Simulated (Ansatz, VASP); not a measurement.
**Two plane-wave programs on WC**

```
W C
1.0
     2.88494    0.00000    0.00000
    -1.44247    2.49843    0.00000
     0.00000    0.00000    2.81162
W C
1 1
Cartesian
  0.0000 0.0000 0.0000
  1.4425 0.8328 1.4058
```

Alike in both runs: functional LDA; k mesh 16 × 16 × 12; occupations fermi-dirac, width 0.15 eV; no spin polarisation.

Ansatz relaxed the structure, and its values are those at the end. VASP's run is a single point on that final structure, the one shown.

```csv
,VASP,Ansatz
version,VASP 6.6.1,Ansatz 0.2.0
potentials or method,"VASP PAW LDA potentials, release 64 (W_sv, C), cutoff 520 eV","scalar-relativistic, plane waves, PAW"
valence electrons in the cell,18,18
```

Ansatz gave:

```
gap on the k mesh at the Fermi level (eV) : none
pressure (GPa)                            : 0.0
```

**Question.** What did VASP give for the same quantities?

**Answer.** gap on the k mesh at the Fermi level (eV): none; pressure (GPa): 2.6.

Ansatz warns that its potentials were made for another functional, while VASP's fit it. LDA's correlation is that of Perdew and Zunger in VASP and of Perdew and Wang (1992) in Ansatz. A gap of «none» marks a metal or a gap that the smearing closes.

Spin-orbit coupling is off throughout.
